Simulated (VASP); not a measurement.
## MnFe2F2: single point with PBE

MnFe2F2:

```xyz
5
Lattice="-1.7358 1.7358 4.5543 1.7358 -1.7358 4.5543 1.7358 1.7358 -4.5543" Properties=species:S:1:pos:R:3 pbc="T T T"
Mn    0.0000    0.0000    0.0000
Fe    1.7358    0.0000    2.2771
Fe    0.0000    1.7358    2.2771
F     0.0000    0.0000    5.7020
F     0.0000    0.0000    3.4066
```

| Quantity | Value |
| --- | --- |
| Program | VASP 6.6.1 |
| Task | single point |
| Functional | PBE |
| Potentials or basis | VASP PAW PBE potentials, release 64 (Mn_pv, Fe, F) |
| Cutoff | 520 eV |
| k mesh | 8 × 8 × 8 |
| Occupations | gaussian, width 0.1 eV |
| Spin | collinear spin, ferromagnetic start |
| Starting moments | [4.0, 4.0, 4.0, 0.0, 0.0] μB |
| Dipole correction | no |
| Further INCAR settings | ALGO = Normal; EDIFF = 1e-07; NBANDS = 34 |

```json
{"Pressure": "25.6 GPa", "Largest force": "1.659 eV/Å", "Net moment": "10.30 μB per cell", "Site moments": "Mn +3.98; Fe +2.89; F +0.13 μB", "Valence electrons inside the program's atomic spheres": "Mn 11.42; Fe 7.15; F 6.09"}
```

Forces on the atoms (eV/Å):
```
Mn   0.000  0.000  0.000
Fe   0.000  0.000  0.000
Fe   0.000  0.000  0.000
F    0.000  0.000 -1.659
F    0.000  0.000  1.659
```

Stress tensor (GPa, compression positive):
```
25.87  0.00  0.00
 0.00 25.87  0.00
 0.00  0.00 24.95
```

Levels at points of the mesh, in eV from the Fermi level:
Spin up:
```tsv
k point	band 24	band 25	band 26	band 27	band 28	band 29	band 30	band 31
(0.00, 0.00, 0.00)	-1.59	-1.24	-1.24	-0.37	1.91	6.00	8.37	8.51
(0.50, 0.00, 0.00)	-1.62	-1.43	-1.31	0.16	0.92	3.50	4.22	8.60
(0.50, 0.50, 0.00)	-1.55	-1.30	-0.94	1.60	3.11	3.62	3.79	6.58
(0.50, 0.50, 0.50)	-1.51	-1.48	-1.48	-1.36	-0.37	7.56	7.56	8.42
```
Spin down:
```tsv
k point	band 12	band 13	band 14	band 15	band 16	band 17	band 18	band 19	band 20	band 21
(0.00, 0.00, 0.00)	-4.20	-2.47	-1.00	-0.93	-0.13	0.35	0.51	0.51	0.83	0.83
(0.50, 0.00, 0.00)	-1.77	-1.14	-1.00	-0.83	-0.76	-0.34	-0.10	0.61	1.01	1.06
(0.50, 0.50, 0.00)	-2.78	-1.83	-1.66	-1.50	0.07	0.17	0.54	0.76	1.09	1.19
(0.50, 0.50, 0.50)	-2.44	-2.36	-1.68	-1.15	-0.57	-0.48	0.32	0.32	1.35	1.35
```

Wall time 5.3 min on 1 thread of Intel(R) Xeon(R) Platinum 8488C (Sapphire Rapids) (shared host), peak memory 0.39 GiB.

Caveat: the cell stands under pressure; the run started ferromagnetic, and an antiferromagnetic order may lie lower in energy; forces of over 1 eV/Å act on the atoms, so gaps and moduli don't describe the material at rest. With open d or f shells a metallic result of PBE can be an artefact of self-interaction; +U or a hybrid may open a gap.
